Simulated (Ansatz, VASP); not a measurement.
# BaS: VASP beside Ansatz

```xyz
2
Lattice="0.0000 3.2044 3.2044 3.2044 0.0000 3.2044 3.2044 3.2044 0.0000" Properties=species:S:1:pos:R:3 pbc="T T T"
Ba    3.2044    3.2044    3.2044
S     0.0000    0.0000    0.0000
```

Alike in both runs: task single point; functional PBEsol; k mesh 10 × 10 × 10; occupations gaussian, width 0.05 eV; no spin polarisation.

|  | VASP | Ansatz |
| --- | --- | --- |
| version | VASP 6.6.1 | Ansatz 0.2.0 |
| potentials or method | VASP PAW PBE potentials, release 64 (Ba_sv, S), cutoff 520 eV | scalar-relativistic, plane waves, PAW |
| valence electrons in the cell | 16 | 16 |

```csv
,VASP,Ansatz,Ansatz less VASP
gap on the k mesh at the Fermi level (eV),2.00,2.10,+0.096
least direct gap on the mesh (eV),2.15,2.21,+0.066
pressure (GPa),-1.0,-1.6,-0.60
```

VASP's potentials were made for PBE, not for PBEsol. With one functional, cell and mesh, what is left measures potentials, basis and numerics.

Neither program's run includes spin-orbit coupling.
